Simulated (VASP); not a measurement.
# ZnCu2SnS4 (I-4) in VASP: notebook

Runs on ZnCu2SnS4. Level: LDA. Tasks: single point.

All numbers are computed with VASP 6.6.1; they aren't measurements. Logs are shortened: lines on timing, memory, paths and dates and some standing lists are left out, and cuts for length are marked.

### 1 The cell of the first run

The structure is tetragonal, space group I-4 (No. 82). Conventional cell: a = 5.318 Å, b = 5.318 Å, c = 10.639 Å, α = 90.00°, β = 90.00°, γ = 90.00°. Zn (site symmetry -4) has 4 S at 2.30 Å within 3.0 Å. Within 3.0 Å of Cu (site symmetry -4) lie 4 S at 2.25 Å. Within 3.0 Å of Cu (site symmetry -4) lie 4 S at 2.25 Å. Sn (site symmetry -4) has 4 S at 2.43 Å within 3.2 Å. S (site symmetry 1) has 2 Cu at 2.25 Å and 1 Zn at 2.30 Å and 1 Sn at 2.43 Å within 3.0 Å.

### 2 Single point, LDA

The input, INCAR:

```
ALGO     = Normal         # electronic algorithm
EDIFF    = 1E-6           # SCF threshold, eV
ENCUT    = 600            # plane-wave cutoff, eV
GGA_COMPAT= F            
ISIF     = 2              # what is computed and relaxed
ISMEAR   = 0              # smearing method
LASPH    = T              # aspherical terms in the spheres
LCHARG   = T              # write CHGCAR
LELF     = T              # ELF
LREAL    = F              # projectors in reciprocal space
LVHAR    = T            
LWAVE    = F              # write WAVECAR
NBANDS   = 46             # bands
NELM     = 120            # most SCF steps
PREC     = Accurate       # precision mode
SIGMA    = 0.05           # smearing width, eV
```

The input, KPOINTS:

```
k-points
0
Gamma
  6 6 6
```

The input, POSCAR:

```
ZnCu2SnS4
1.0
   -2.6590637528      2.6590637528      5.3193178261
    2.6590637528     -2.6590637528      5.3193178261
    2.6590637528      2.6590637528     -5.3193178261
Zn Cu Sn S
1 2 1 4
Direct
    0.2500000000      0.7500000000      0.5000000000
    0.0000000000      0.0000000000      0.0000000000
    0.7500000000      0.2500000000      0.5000000000
    0.5000000000      0.5000000000      0.0000000000
    0.3698305302      0.8999522365      1.0091614090
    0.1000477635      0.1092091725      0.4698782937
    0.8907908275      0.3606691211     -0.0091614090
    0.6393308789      0.6301694698      0.5301217063
```

Potentials or basis: VASP PAW LDA potentials, release 64 (Zn, Cu, Sn_d, S).

On the command line:

```sh
cat potpaw_LDA.64/Zn/POTCAR potpaw_LDA.64/Cu/POTCAR potpaw_LDA.64/Sn_d/POTCAR potpaw_LDA.64/S/POTCAR > POTCAR
mpirun -np 1 vasp_std > vasp.out
```

OUTCAR:

```text
EDIFF = 1E-6
   ENCUT = 600
   ISIF = 2
   ISMEAR = 0
   LASPH = T
   LREAL = F
   NELM = 120
   PREC = Accurate

 ion  position               nearest neighbor table
   1  0.250  0.750  0.500-   5 2.30   6 2.30   7 2.30   8 2.30
   2  0.000  0.000  0.000-   7 2.25   8 2.25   5 2.25   6 2.25
   3  0.750  0.250  0.500-   8 2.25   6 2.25   5 2.25   7 2.25
   4  0.500  0.500  0.000-   8 2.43   6 2.43   5 2.43   7 2.43
   5  0.370  0.900  0.009-   3 2.25   2 2.25   1 2.30   4 2.43
   6  0.100  0.109  0.470-   3 2.25   2 2.25   1 2.30   4 2.43
   7  0.891  0.361  0.991-   3 2.25   2 2.25   1 2.30   4 2.43
   8  0.639  0.630  0.530-   3 2.25   2 2.25   1 2.30   4 2.43

  LATTYP: Found a body centered tetragonal cell.
 ALAT       =     5.3181275056
 C/A-ratio  =     2.0004476465

  Lattice vectors:

 A1 = (  -2.6590637528,   2.6590637528,   5.3193178261)
 A2 = (   2.6590637528,  -2.6590637528,   5.3193178261)
 A3 = (   2.6590637528,   2.6590637528,  -5.3193178261)

Analysis of symmetry for initial positions (statically):
=====================================================================
 Subroutine PRICEL returns:
 Original cell was already a primitive cell.

 Routine SETGRP: Setting up the symmetry group for a
 body centered tetragonal supercell.

 Subroutine GETGRP returns: Found  4 space group operations
 (whereof  4 operations were pure point group operations)
 out of a pool of 16 trial point group operations.

The static configuration has the point symmetry S_4 .

Analysis of symmetry for dynamics (positions and initial velocities):
=====================================================================
 Subroutine PRICEL returns:
 Original cell was already a primitive cell.

 Routine SETGRP: Setting up the symmetry group for a
 body centered tetragonal supercell.

 Subroutine GETGRP returns: Found  4 space group operations
 (whereof  4 operations were pure point group operations)
 out of a pool of 16 trial point group operations.

The dynamic configuration has the point symmetry S_4 .

 Subroutine INISYM returns: Found  4 space group operations
 (whereof  4 operations are pure point group operations),
 and found     1 'primitive' translations

----------------------------------------------------------------------------------------

                                     Primitive cell

  volume of cell :     150.4435

  direct lattice vectors                    reciprocal lattice vectors
    -2.659063753  2.659063753  5.319317826     0.000000000  0.188036108  0.093997015
     2.659063753 -2.659063753  5.319317826     0.188036108  0.000000000  0.093997015
     2.659063753  2.659063753 -5.319317826     0.188036108  0.188036108  0.000000000

  length of vectors
     6.514321317  6.514321317  6.514321317     0.210221352  0.210221352  0.265923215

  position of ions in fractional coordinates (direct lattice)
     0.250000000  0.750000000  0.500000000
     0.000000000  0.000000000  0.000000000
     0.750000000  0.250000000  0.500000000
     0.500000000  0.500000000  0.000000000
     0.369830530  0.899952236  0.009161409
     0.100047764  0.109209173  0.469878294
     0.890790827  0.360669121  0.990838591
     0.639330879  0.630169470  0.530121706

  ion indices of the primitive-cell ions
   primitive index   ion index
                 1           1
                 2           2
                 3           3
                 4           4
                 5           5
                 6           6
                 7           7
                 8           8

----------------------------------------------------------------------------------------

 KPOINTS: k-points

Automatic generation of k-mesh.
 Grid dimensions read from file:
 generate k-points for:    6    6    6

 Generating k-lattice:

  Cartesian coordinates                     Fractional coordinates (reciprocal lattice)
     0.000000000  0.031339351  0.015666169     0.166666667  0.000000000  0.000000000
     0.031339351  0.000000000  0.015666169     0.000000000  0.166666667  0.000000000
     0.031339351  0.031339351  0.000000000     0.000000000  0.000000000  0.166666667

  Length of vectors
     0.035036892  0.035036892  0.044320536

  Shift w.r.t. Gamma in fractional coordinates (k-lattice)
     0.000000000  0.000000000  0.000000000

 Subroutine IBZKPT returns following result:
 ===========================================

 Found     36 irreducible k-points:

 Following reciprocal coordinates:
            Coordinates               Weight
  0.000000  0.000000  0.000000      1.000000
  0.166667  0.000000  0.000000      8.000000
  0.333333  0.000000  0.000000      8.000000
  0.500000 -0.000000  0.000000      4.000000
  0.166667  0.166667  0.000000      8.000000
  0.333333  0.166667  0.000000      8.000000
[... 16 lines left out ...]
  0.333333 -0.333333  0.166667      4.000000
 -0.166667  0.333333  0.166667      8.000000
 [... further k-points ...]
   k-points           NKPTS =     36   k-points in BZ     NKDIM =     36   number of bands    NBANDS=     46
   number of dos      NEDOS =    301   number of ions     NIONS =      8
   total plane-waves  NPLWV = 157464
   dimension x,y,z NGX =    54 NGY =   54 NGZ =   54
   dimension x,y,z NGXF=   108 NGYF=  108 NGZF=  108
   ions per type =               1   2   1   4
   NGX,Y,Z   is equivalent  to a cutoff of  13.78, 13.78, 13.78 a.u.
   NGXF,Y,Z  is equivalent  to a cutoff of  27.56, 27.56, 27.56 a.u.
 SYSTEM =  unknown system
   PREC   = accura    normal or accurate (medium, high low for compatibility)
   ISTART =      0    job   : 0-new  1-cont  2-samecut
   ICHARG =      2    charge: 1-file 2-atom 10-const
   ISPIN  =      1    spin polarized calculation?
   LNONCOLLINEAR =      F non collinear calculations
   LSORBIT =      F    spin-orbit coupling
   LASPH  =      T    aspherical Exc in radial PAW
   ENCUT  =  600.0 eV  44.10 Ry    6.64 a.u.  13.01 13.01 13.01*2*pi/ulx,y,z
   NELM   =    120;   NELMIN=  2; NELMDL= -5     # of ELM steps
   EDIFF  = 0.1E-05   stopping-criterion for ELM
   LREAL  =      F    real-space projection
   EDIFFG = 0.1E-04   stopping-criterion for IOM
   NSW    =      0    number of steps for IOM
   IBRION =     -1    ionic relax: 0-MD 1-quasi-New 2-CG
   NFREE  =      0    steps in history (QN), initial steepest desc. (CG)
   ISIF   =      2    stress and relaxation
   ISYM   =      2    0-nonsym 1-usesym 2-fastsym
   POTIM  = 0.5000    time-step for ionic-motion
   TEBEG  =    0.0;   TEEND  =   0.0 temperature during run
   PSTRESS=    0.0 pullay stress
   NELECT =      72.0000    total number of electrons
   NUPDOWN=      -1.0000    fix difference up-down
   EMIN   =  10.00;   EMAX   =-10.00  energy-range for DOS
   EFERMI =   0.00;   METHOD = LEGACY
   ISMEAR =     0;   SIGMA  =   0.05  broadening in eV -4-tet -1-fermi 0-gaus
   EFERMI_NEDOS =   21; number of points for ismear=-14 and -15
   IALGO  =     38    algorithm
   IMIX   =      4    mixing-type and parameters
     AMIX     =   0.40;   BMIX     =  1.00
     AMIX_MAG =   1.60;   BMIX_MAG =  1.00
  volume/ion in A,a.u.               =      18.81       126.91
  Fermi-wavevector in a.u.,A,eV,Ry     =   1.280544  2.419877 22.310739  1.639793
  Thomas-Fermi vector in A             =   2.412966
   LORBIT       =      0    0 simple, 1 ext, 2 COOP (PROOUT), +10 PAW based schemes
   GGA     = CA    functional components
   LHFCALC =     F    Hartree Fock is set to
   AEXX    =    0.0000 exact exchange contribution
   IVDW    =     0    specifies the selected vdW correction
   LEPSILON=     F    determine dielectric tensor
   LRPA    =     F    only Hartree local field effects (RPA)
 non-spin polarized calculation
 Gauss-broadening in eV      SIGMA  =   0.05
  energy-cutoff  :      600.00
  volume of cell :      150.44
 maximum number of plane-waves:      5048
 NGX is ok and might be reduce to    54
   NGX = 25   NGY = 25   NGZ = 25

 number of electron      72.0000010 magnetization

 Free energy of the ion-electron system (eV)
  ---------------------------------------------------
  ext. energy  EPLUGINS =         0.00000000
  ---------------------------------------------------
  free energy    TOTEN  =       -38.45570889 eV

  energy without entropy =      -38.45569952  energy(sigma->0) =      -38.45570420

 E-fermi :   5.4659     XC(G=0): -10.4648

 val. band max:        5.3742756817   @ k =   0.0000   0.0000   0.0000
 cond. band min:       5.5571586449   @ k =   0.0000   0.0000   0.0000
 fundamental gap:      0.1828829633
 Fermi energy:         5.4658647939

 k-point     1 :       0.0000    0.0000    0.0000
  band No.  band energies     occupation
      1     -16.8657      2.00000
      2     -16.8612      2.00000
      3     -16.8612      2.00000
      4     -16.7755      2.00000
      5     -16.7708      2.00000
      6      -9.4720      2.00000
[... 38 lines left out ...]
     45      10.6564      0.00000
     46      11.3278      0.00000

 k-point     2 :       0.1667    0.0000    0.0000
  band No.  band energies     occupation
      1     -16.8659      2.00000
      2     -16.8614      2.00000
      3     -16.8612      2.00000
      4     -16.7753      2.00000
      5     -16.7706      2.00000
      6      -9.3657      2.00000
[... 38 lines left out ...]
     45      10.7787      0.00000
     46      11.2008      0.00000

 k-point     3 :       0.3333    0.0000    0.0000
  band No.  band energies     occupation
      1     -16.8662      2.00000
      2     -16.8617      2.00000
      3     -16.8612      2.00000
      4     -16.7749      2.00000
      5     -16.7704      2.00000
      6      -9.0717      2.00000
[... 1018 lines left out ...]
     45      11.2155      0.00000
     46      11.4720      0.00000

 k-point    24 :      -0.1667    0.3333    0.1667
  band No.  band energies     occupation
      1     -16.8664      2.00000
      2     -16.8619      2.00000
      3     -16.8611      2.00000
      4     -16.7747      2.00000
      5     -16.7703      2.00000
      6      -8.7947      2.00000
[... 38 lines left out ...]
     45      11.3071      0.00000
     46      11.6503      0.00000

 [... further k-points ...]

------------------------ aborting loop because EDIFF is reached ----------------------------------------

  FORCE on cell =-STRESS in cart. coord.  units (eV):
  Direction    XX          YY          ZZ          XY          YZ          ZX
  --------------------------------------------------------------------------------------
  -------------------------------------------------------------------------------------
  Total        0.1620780      0.1620780      0.1864296      0.0000000      0.0000000      0.0000000
  in kB        1.7260814      1.7260814      1.9854187      0.0000002      0.0000000      0.0000000
  external PRESSURE =       1.8125272 kB  Pullay stress =       0.0000000 kB

 VOLUME and BASIS-vectors are now :
 -----------------------------------------------------------------------------
  energy-cutoff  :      600.00
  volume of cell :      150.44
      direct lattice vectors                 reciprocal lattice vectors
    -2.659063753  2.659063753  5.319317826     0.000000000  0.188036108  0.093997015
     2.659063753 -2.659063753  5.319317826     0.188036108  0.000000000  0.093997015
     2.659063753  2.659063753 -5.319317826     0.188036108  0.188036108  0.000000000

 POSITION                                       TOTAL-FORCE (eV/Angst)
 -----------------------------------------------------------------------------------
      2.65906      0.00000      2.65966        -0.000000      0.000000      0.000000
      0.00000      0.00000      0.00000        -0.000000      0.000000      0.000000
      0.00000      2.65906      2.65966        -0.000000      0.000000      0.000000
      0.00000      0.00000      5.31932        -0.000000      0.000000      0.000000
      1.43399     -1.38527      6.70565        -0.029058      0.019607     -0.018138
      1.27380      1.22508     -1.38633         0.019607      0.029058      0.018138
      1.22508      4.04433      1.38633         0.029058     -0.019607     -0.018138
      1.38527      1.43399      3.93299        -0.019607     -0.029058      0.018138
 -----------------------------------------------------------------------------------
    total drift:                               -0.000001     -0.000001     -0.000001

  FREE ENERGIE OF THE ION-ELECTRON SYSTEM (eV)
  ---------------------------------------------------
  free  energy   TOTEN  =       -38.4557088861 eV

  energy  without entropy=      -38.4556995151  energy(sigma->0) =      -38.45570420
```

Run time: 19 min. Hardware: 1 thread of Intel Xeon 8259CL, shared host; peak memory 0.51 GiB.

What came out:

```
Free energy            : -38.4557 eV
Pressure               : 0.2 GPa
Largest force          : 0.039 eV/Å
Band gap on the k mesh : 0.18 eV
```

Forces in eV/Å, atoms in the order of the input:
```
Zn   0.000  0.000  0.000
Cu   0.000  0.000  0.000
Cu   0.000  0.000  0.000
Sn   0.000  0.000  0.000
S   -0.029  0.020 -0.018
S    0.020  0.029  0.018
S    0.029 -0.020 -0.018
S   -0.020 -0.029  0.018
```

Caveat: spin-orbit coupling is left out, which moves the levels of the heavy elements.

### 3 Single point, LDA

This run uses another cell than the first one, of 20.02 Å³/atom.

The input, INCAR:

```
SYSTEM = ZnCu2SnS4
PREC     = Accurate       ! precision mode
ENCUT    = 600            ! plane-wave cutoff, eV
EDIFF    = 1E-6           ! SCF threshold, eV
ISMEAR   = 0              ! smearing method
SIGMA    = 0.05           ! smearing width, eV
LREAL    = .False.        ! projectors in reciprocal space
LASPH    = .True.         ! aspherical terms in the spheres
NELM     = 120            ! most SCF steps
ALGO     = Normal         ! electronic algorithm
ISIF     = 2              ! what is computed and relaxed
LWAVE    = .False.        ! write WAVECAR
LCHARG   = .False.        ! write CHGCAR
GGA      = CA             ! functional
NBANDS   = 46             ! bands
GGA_COMPAT= .False.
```

The input, KPOINTS:

```
regular mesh
0
Gamma
  6 6 6
  0 0 0
```

The input, POSCAR:

```
ZnCu2SnS4
1.0
   -2.7171000000      2.7171000000      5.4248000000
    2.7171000000     -2.7171000000      5.4248000000
    2.7171000000      2.7171000000     -5.4248000000
Zn Cu Sn S
1 2 1 4
Direct
    0.2500000000      0.7500000000      0.5000000000
    0.0000000000      0.0000000000      0.0000000000
    0.7500000000      0.2500000000      0.5000000000
    0.5000000000      0.5000000000      0.0000000000
    0.3705924681      0.8983980301      1.0092637925
    0.1016019699      0.1108657625      0.4721944381
    0.8891342375      0.3613286756     -0.0092637925
    0.6386713244      0.6294075319      0.5278055619
```

Potentials or basis: VASP PAW LDA potentials, release 64 (Zn, Cu, Sn_d, S).

On the command line:

```sh
cat potpaw_LDA.64/Zn/POTCAR potpaw_LDA.64/Cu/POTCAR potpaw_LDA.64/Sn_d/POTCAR potpaw_LDA.64/S/POTCAR > POTCAR
mpirun -np 1 vasp_std > vasp.out
```

Wall time 17 min (1 thread of Intel Xeon 8259CL, shared host); peak memory 0.53 GiB.

Results (log left out):

```yaml
Free_energy: -38.3146 eV
Pressure: -4.6 GPa
Largest_force: 0.040 eV/Å
```

Forces on the atoms (eV/Å):
```
Zn   0.000  0.000  0.000
Cu   0.000  0.000  0.000
Cu   0.000  0.000  0.000
Sn   0.000  0.000  0.000
S   -0.031  0.018 -0.017
S    0.018  0.031  0.017
S    0.031 -0.018 -0.017
S   -0.018 -0.031  0.017
```

Stress tensor (GPa, compression positive):
```
-4.64  0.00  0.00
 0.00 -4.64  0.00
 0.00  0.00 -4.55
```

Levels at points of the mesh, in eV from the Fermi level:
```tsv
k point	band 34	band 35	band 36	band 37	band 38	band 39
(0.00, 0.00, 0.00)	-0.06	-0.06	-0.01	0.00	1.81	2.58
(0.50, 0.00, 0.00)	-1.23	-1.12	-0.56	1.43	2.94	3.17
(0.50, 0.50, 0.00)	-0.78	-0.57	-0.43	0.41	2.16	2.96
(0.50, 0.50, 0.50)	-1.22	-0.94	-0.94	1.08	1.86	1.86
```

Caveat: the cell stands under tension; spin-orbit coupling is left out, which moves the levels of the heavy elements.
